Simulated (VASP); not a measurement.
# NaW (P4/mmm) in VASP: further runs

NaW is run at these levels: PBE; tasks: single point, relaxation of cell and atoms.

Everything below comes from runs of VASP 6.6.1. Logs are shortened: lines on timing, memory, paths and dates and some standing lists are left out, and cuts for length are marked.

### Step 1. The cell of the first run

Symmetry: P4/mmm, No. 123, tetragonal system. The conventional cell has a = 2.622 Å, b = 2.622 Å, c = 5.566 Å, α = 90.00°, β = 90.00°, γ = 90.00°. Within 3.5 Å of Na (site symmetry 4/mmm) lie 4 Na at 2.62 Å and 8 W at 3.34 Å. W (site symmetry 4/mmm) has 4 W at 2.62 Å and 8 Na at 3.34 Å within 3.5 Å.

The cell was built from a structure type or drawn by symmetry, and may not be a known phase.

### Step 2. Single point, PBE

Contents of INCAR:

```
SYSTEM = NaW
ALGO = Fast
EDIFF = 1E-7
ENCUT = 520
GGA = PE
ISIF = 2
ISMEAR = 0
LASPH = .TRUE.
LCHARG = .TRUE.
LELF = .TRUE.
LREAL = .FALSE.
LVHAR = .TRUE.
LWAVE = .FALSE.
NBANDS = 18
NELM = 60
PREC = Accurate
SIGMA = 0.1
```

Contents of KPOINTS:

```
k-points
0
G
  20 20 14
  0 0 0
```

Contents of POSCAR:

```
NaW
1.0
    2.6224816945      0.0000000000      0.0000000000
    0.0000000000      2.6224816945      0.0000000000
    0.0000000000      0.0000000000      5.5655817638
Na W
1 1
Direct
    0.5000000000      0.5000000000      0.5000000000
    0.0000000000      0.0000000000      0.0000000000
```

Potentials or basis: VASP PAW PBE potentials, release 64 (Na_pv, W_sv).

Run with:

```bash
$ cat potpaw_PBE.64/Na_pv/POTCAR potpaw_PBE.64/W_sv/POTCAR > POTCAR
$ mpirun -np 1 vasp_std > vasp.out
```

OUTCAR:

```text
SYSTEM = NaW
   EDIFF = 1E-7
   ENCUT = 520
   GGA = PE
   ISIF = 2
   ISMEAR = 0
   LASPH = .TRUE.
   LREAL = .FALSE.
   NELM = 60
   PREC = Accurate

 ion  position               nearest neighbor table
   1  0.500  0.500  0.500-
   2  0.000  0.000  0.000-

  LATTYP: Found a simple tetragonal cell.
 ALAT       =     2.6224816945
 C/A-ratio  =     2.1222576217

  Lattice vectors:

 A1 = (   2.6224816945,   0.0000000000,   0.0000000000)
 A2 = (   0.0000000000,   2.6224816945,   0.0000000000)
 A3 = (   0.0000000000,   0.0000000000,   5.5655817638)

Analysis of symmetry for initial positions (statically):
=====================================================================
 Subroutine PRICEL returns:
 Original cell was already a primitive cell.

 Routine SETGRP: Setting up the symmetry group for a
 simple tetragonal supercell.

 Subroutine GETGRP returns: Found 16 space group operations
 (whereof 16 operations were pure point group operations)
 out of a pool of 16 trial point group operations.

The static configuration has the point symmetry D_4h.

Analysis of symmetry for dynamics (positions and initial velocities):
=====================================================================
 Subroutine PRICEL returns:
 Original cell was already a primitive cell.

 Routine SETGRP: Setting up the symmetry group for a
 simple tetragonal supercell.

 Subroutine GETGRP returns: Found 16 space group operations
 (whereof 16 operations were pure point group operations)
 out of a pool of 16 trial point group operations.

The dynamic configuration has the point symmetry D_4h.

 Subroutine INISYM returns: Found 16 space group operations
 (whereof 16 operations are pure point group operations),
 and found     1 'primitive' translations

----------------------------------------------------------------------------------------

                                     Primitive cell

  volume of cell :      38.2768

  direct lattice vectors                    reciprocal lattice vectors
     2.622481694  0.000000000  0.000000000     0.381318200  0.000000000  0.000000000
     0.000000000  2.622481694  0.000000000     0.000000000  0.381318200  0.000000000
     0.000000000  0.000000000  5.565581764     0.000000000  0.000000000  0.179675736

  length of vectors
     2.622481694  2.622481694  5.565581764     0.381318200  0.381318200  0.179675736

  position of ions in fractional coordinates (direct lattice)
     0.500000000  0.500000000  0.500000000
     0.000000000  0.000000000  0.000000000

  ion indices of the primitive-cell ions
   primitive index   ion index
                 1           1
                 2           2

----------------------------------------------------------------------------------------

 KPOINTS: k-points

Automatic generation of k-mesh.
 Grid dimensions read from file:
 generate k-points for:   20   20   14

 Generating k-lattice:

  Cartesian coordinates                     Fractional coordinates (reciprocal lattice)
     0.019065910  0.000000000  0.000000000     0.050000000  0.000000000  0.000000000
     0.000000000  0.019065910  0.000000000     0.000000000  0.050000000  0.000000000
     0.000000000  0.000000000  0.012833981     0.000000000  0.000000000  0.071428571

  Length of vectors
     0.019065910  0.019065910  0.012833981

  Shift w.r.t. Gamma in fractional coordinates (k-lattice)
     0.000000000  0.000000000  0.000000000

 Subroutine IBZKPT returns following result:
 ===========================================

 Found    528 irreducible k-points:

 Following reciprocal coordinates:
            Coordinates               Weight
  0.000000  0.000000  0.000000      1.000000
  0.050000  0.000000  0.000000      4.000000
  0.100000  0.000000  0.000000      4.000000
  0.150000  0.000000  0.000000      4.000000
  0.200000  0.000000  0.000000      4.000000
  0.250000  0.000000  0.000000      4.000000
[... 16 lines left out ...]
  0.150000  0.100000  0.000000      8.000000
  0.200000  0.100000  0.000000      8.000000
 [... further k-points ...]
   k-points           NKPTS =    528   k-points in BZ     NKDIM =    528   number of bands    NBANDS=     18
   number of dos      NEDOS =    301   number of ions     NIONS =      2
   total plane-waves  NPLWV =  16800
   dimension x,y,z NGX =    20 NGY =   20 NGZ =   42
   dimension x,y,z NGXF=    40 NGYF=   40 NGZF=   84
   ions per type =               1   1
   NGX,Y,Z   is equivalent  to a cutoff of  12.68, 12.68, 12.55 a.u.
   NGXF,Y,Z  is equivalent  to a cutoff of  25.36, 25.36, 25.09 a.u.
 SYSTEM =  NaW
   PREC   = accura    normal or accurate (medium, high low for compatibility)
   ISTART =      0    job   : 0-new  1-cont  2-samecut
   ICHARG =      2    charge: 1-file 2-atom 10-const
   ISPIN  =      1    spin polarized calculation?
   LNONCOLLINEAR =      F non collinear calculations
   LSORBIT =      F    spin-orbit coupling
   LASPH  =      T    aspherical Exc in radial PAW
   ENCUT  =  520.0 eV  38.22 Ry    6.18 a.u.   4.88  4.88 10.35*2*pi/ulx,y,z
   NELM   =     60;   NELMIN=  2; NELMDL= -5     # of ELM steps
   EDIFF  = 0.1E-06   stopping-criterion for ELM
   LREAL  =      F    real-space projection
   EDIFFG = 0.1E-05   stopping-criterion for IOM
   NSW    =      0    number of steps for IOM
   IBRION =     -1    ionic relax: 0-MD 1-quasi-New 2-CG
   NFREE  =      0    steps in history (QN), initial steepest desc. (CG)
   ISIF   =      2    stress and relaxation
   ISYM   =      2    0-nonsym 1-usesym 2-fastsym
   POTIM  = 0.5000    time-step for ionic-motion
   TEBEG  =    0.0;   TEEND  =   0.0 temperature during run
   PSTRESS=    0.0 pullay stress
   NELECT =      21.0000    total number of electrons
   NUPDOWN=      -1.0000    fix difference up-down
   EMIN   =  10.00;   EMAX   =-10.00  energy-range for DOS
   EFERMI =   0.00;   METHOD = LEGACY
   ISMEAR =     0;   SIGMA  =   0.10  broadening in eV -4-tet -1-fermi 0-gaus
   EFERMI_NEDOS =   21; number of points for ismear=-14 and -15
   IALGO  =     68    algorithm
   IMIX   =      4    mixing-type and parameters
     AMIX     =   0.40;   BMIX     =  1.00
     AMIX_MAG =   1.60;   BMIX_MAG =  1.00
  volume/ion in A,a.u.               =      19.14       129.15
  Fermi-wavevector in a.u.,A,eV,Ry     =   1.340199  2.532610 24.437894  1.796135
  Thomas-Fermi vector in A             =   2.468531
   LORBIT       =      0    0 simple, 1 ext, 2 COOP (PROOUT), +10 PAW based schemes
   GGA     = PE    functional components
   LHFCALC =     F    Hartree Fock is set to
   AEXX    =    0.0000 exact exchange contribution
   IVDW    =     0    specifies the selected vdW correction
   LEPSILON=     F    determine dielectric tensor
   LRPA    =     F    only Hartree local field effects (RPA)
 non-spin polarized calculation
 RMM-DIIS sequential band-by-band and
 Gauss-broadening in eV      SIGMA  =   0.10
  energy-cutoff  :      520.00
  volume of cell :       38.28
 maximum number of plane-waves:      1056
 NGX is ok and might be reduce to    20
   NGX =  9   NGY =  9   NGZ = 21

 number of electron      21.0000006 magnetization

 Free energy of the ion-electron system (eV)
  ---------------------------------------------------
  ext. energy  EPLUGINS =         0.00000000
  ---------------------------------------------------
  free energy    TOTEN  =       -12.01915345 eV

  energy without entropy =      -12.01099108  energy(sigma->0) =      -12.01507227

 E-fermi :   5.2706     XC(G=0): -10.5295

 val. band max:        5.2703365390   @ k =   0.3500   0.3000   0.2857
 cond. band min:       5.2727457430   @ k =   0.2500   0.2500   0.0000
 fundamental gap:      0.0024092039
 Fermi energy:         5.2705593638

 k-point     1 :       0.0000    0.0000    0.0000
  band No.  band energies     occupation
      1     -68.3511      2.00000
      2     -32.5900      2.00000
      3     -31.9042      2.00000
      4     -31.9042      2.00000
      5     -18.8552      2.00000
      6     -18.7993      2.00000
[... 10 lines left out ...]
     17      19.9209      0.00000
     18      21.5913      0.00000

 k-point     2 :       0.0500    0.0000    0.0000
  band No.  band energies     occupation
      1     -68.3487      2.00000
      2     -32.5864      2.00000
      3     -31.9384      2.00000
      4     -31.9014      2.00000
      5     -18.8536      2.00000
      6     -18.8110      2.00000
[... 10 lines left out ...]
     17      19.3458      0.00000
     18      20.9879      0.00000

 k-point     3 :       0.1000    0.0000    0.0000
  band No.  band energies     occupation
      1     -68.3416      2.00000
      2     -32.5759      2.00000
      3     -32.0368      2.00000
      4     -31.8932      2.00000
      5     -18.8490      2.00000
      6     -18.8447      2.00000
[... 10 lines left out ...]
     17      18.8651      0.00000
     18      20.8501      0.00000

 k-point     4 :       0.1500    0.0000    0.0000
  band No.  band energies     occupation
      1     -68.3305      2.00000
      2     -32.5595      2.00000
      3     -32.1877      2.00000
      4     -31.8803      2.00000
      5     -18.8970      2.00000
      6     -18.8418      2.00000
[... 10 lines left out ...]
     17      19.3239      0.00000
     18      20.6612      0.00000

 k-point     5 :       0.2000    0.0000    0.0000
  band No.  band energies     occupation
      1     -68.3165      2.00000
      2     -32.5387      2.00000
      3     -32.3739      2.00000
      4     -31.8640      2.00000
      5     -18.9624      2.00000
      6     -18.8327      2.00000
[... 10 lines left out ...]
     17      19.8468      0.00000
     18      20.0510      0.00000

 k-point     6 :       0.2500    0.0000    0.0000
  band No.  band energies     occupation
      1     -68.3010      2.00000
      2     -32.5756      2.00000
      3     -32.5155      2.00000
      4     -31.8460      2.00000
      5     -19.0342      2.00000
      6     -18.8227      2.00000
[... 10 lines left out ...]
     17      19.1033      0.00000
     18      19.2784      0.00000

 k-point     7 :       0.3000    0.0000    0.0000
  band No.  band energies     occupation
      1     -68.2855      2.00000
      2     -32.7725      2.00000
      3     -32.4923      2.00000
      4     -31.8278      2.00000
      5     -19.1052      2.00000
      6     -18.8126      2.00000
[... 10 lines left out ...]
     17      18.1441      0.00000
     18      18.2361      0.00000

 k-point     8 :       0.3500    0.0000    0.0000
  band No.  band energies     occupation
      1     -68.2714      2.00000
      2     -32.9463      2.00000
      3     -32.4712      2.00000
      4     -31.8114      2.00000
      5     -19.1688      2.00000
      6     -18.8035      2.00000
[... 10 lines left out ...]
     17      17.2953      0.00000
     18      17.3058      0.00000
[... 229 lines left out ...]
     17      16.5676      0.00000
     18      16.7444      0.00000

 k-point    20 :       0.4500    0.0500    0.0000
  band No.  band energies     occupation
      1     -68.2507      2.00000
      2     -33.1635      2.00000
      3     -32.4403      2.00000
      4     -31.8225      2.00000
      5     -19.2487      2.00000
      6     -18.7902      2.00000
[... 10 lines left out ...]
     17      16.0665      0.00000
     18      16.2572      0.00000

 k-point    21 :       0.5000    0.0500    0.0000
  band No.  band energies     occupation
      1     -68.2482      2.00000
      2     -33.1928      2.00000
      3     -32.4365      2.00000
      4     -31.8195      2.00000
      5     -19.2597      2.00000
      6     -18.7886      2.00000
[... 10 lines left out ...]
     17      15.8891      0.00000
     18      16.0769      0.00000

 k-point    22 :       0.1000    0.1000    0.0000
  band No.  band energies     occupation
      1     -68.3321      2.00000
      2     -32.5619      2.00000
      3     -32.0313      2.00000
      4     -32.0190      2.00000
      5     -18.8452      2.00000
      6     -18.8428      2.00000
[... 10 lines left out ...]
     17      18.9714      0.00000
     18      19.3373      0.00000

 k-point    23 :       0.1500    0.1000    0.0000
  band No.  band energies     occupation
      1     -68.3210      2.00000
      2     -32.5455      2.00000
      3     -32.1758      2.00000
      4     -32.0112      2.00000
      5     -18.8929      2.00000
      6     -18.8357      2.00000
[... 10 lines left out ...]
     17      18.8500      0.00000
     18      19.8118      0.00000

 k-point    24 :       0.2000    0.1000    0.0000
  band No.  band energies     occupation
      1     -68.3071      2.00000
      2     -32.5249      2.00000
      3     -32.3611      2.00000
      4     -31.9942      2.00000
      5     -18.9574      2.00000
      6     -18.8286      2.00000
[... 10 lines left out ...]
     17      19.0558      0.00000
     18      20.4051      0.00000

 [... further k-points ...]

------------------------ aborting loop because EDIFF is reached ----------------------------------------

  FORCE on cell =-STRESS in cart. coord.  units (eV):
  Direction    XX          YY          ZZ          XY          YZ          ZX
  --------------------------------------------------------------------------------------
  -------------------------------------------------------------------------------------
  Total        0.0800433      0.0800433      0.0003283      0.0000000     -0.0000000     -0.0000000
  in kB        3.3504252      3.3504252      0.0137432      0.0000000     -0.0000000     -0.0000000
  external PRESSURE =       2.2381979 kB  Pullay stress =       0.0000000 kB

 VOLUME and BASIS-vectors are now :
 -----------------------------------------------------------------------------
  energy-cutoff  :      520.00
  volume of cell :       38.28
      direct lattice vectors                 reciprocal lattice vectors
     2.622481694  0.000000000  0.000000000     0.381318200  0.000000000  0.000000000
     0.000000000  2.622481694  0.000000000     0.000000000  0.381318200  0.000000000
     0.000000000  0.000000000  5.565581764     0.000000000  0.000000000  0.179675736

 POSITION                                       TOTAL-FORCE (eV/Angst)
 -----------------------------------------------------------------------------------
      1.31124      1.31124      2.78279         0.000000      0.000000      0.000000
      0.00000      0.00000      0.00000         0.000000      0.000000      0.000000
 -----------------------------------------------------------------------------------
    total drift:                               -0.000000      0.000000      0.000000

  FREE ENERGIE OF THE ION-ELECTRON SYSTEM (eV)
  ---------------------------------------------------
  free  energy   TOTEN  =       -12.0191534482 eV

  energy  without entropy=      -12.0109910819  energy(sigma->0) =      -12.01507227
```

Run time: 7.6 min. Hardware: 1 thread of Intel Xeon 8259CL, shared host; peak memory 0.42 GiB.

Results:

| Property | Result |
| --- | --- |
| Free energy | -12.0192 eV |
| Pressure | 0.2 GPa |
| Band gap on the k mesh | zero (an odd number of electrons rules out a gap without spin polarisation) |

Stress tensor (GPa, compression positive):
```
0.34 0.00 0.00
0.00 0.34 0.00
0.00 0.00 0.00
```

Caveat: spin-orbit coupling is left out, which moves the levels of the heavy elements.

[end of part 1 of 2]
